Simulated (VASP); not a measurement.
CsPbCl3, 5 atoms in the cell. It takes space group Pm-3m (No. 221, cubic). Conventional cell: a = 5.734 Å, b = 5.734 Å, c = 5.734 Å, α = 90.00°, β = 90.00°, γ = 90.00°. Cs (site symmetry m-3m) has 12 Cl at 4.05 Å and 8 Pb at 4.97 Å within 5.3 Å. Within 3.8 Å of Pb (site symmetry m-3m) lie 6 Cl at 2.87 Å. Cl (site symmetry 4/mmm) has 2 Pb at 2.87 Å within 3.8 Å.  This cell differs from its parent crystal: strain +1.0%.

| Item | Value |
| --- | --- |
| Program | VASP 6.6.1 |
| Task | single point |
| Functional | r2SCAN |
| Potentials or basis | VASP PAW PBE potentials, release 64 (Cs_sv, Pb_d, Cl) |
| Cutoff | 520 eV |
| k mesh | 4 × 4 × 4 |
| Occupations | gaussian, width 0.01 eV |
| Spin | no spin polarisation |
| Dipole correction | no |
| Further INCAR settings | ALGO = Normal; EDIFF = 1e-07; NBANDS = 30 |

Potentials or basis: VASP PAW PBE potentials, release 64 (Cs_sv, Pb_d, Cl).

Launch:

```console
$ cat potpaw_PBE.64/Cs_sv/POTCAR potpaw_PBE.64/Pb_d/POTCAR potpaw_PBE.64/Cl/POTCAR > POTCAR
$ cp INCAR.step1 INCAR
$ mpirun -np 1 vasp_std > vasp.out
$ cp INCAR.step2 INCAR
$ mpirun -np 1 vasp_std > vasp.out
```

Hardware: 1 thread of Oxide Virtual Turin-like Processor, with other jobs on the host.

Q: How long does it take, and how much memory?

A: It took 7.3 min on 1 thread of Oxide Virtual Turin-like Processor, with other jobs on the host, peak memory 0.35 GiB. Counts: k points 10.
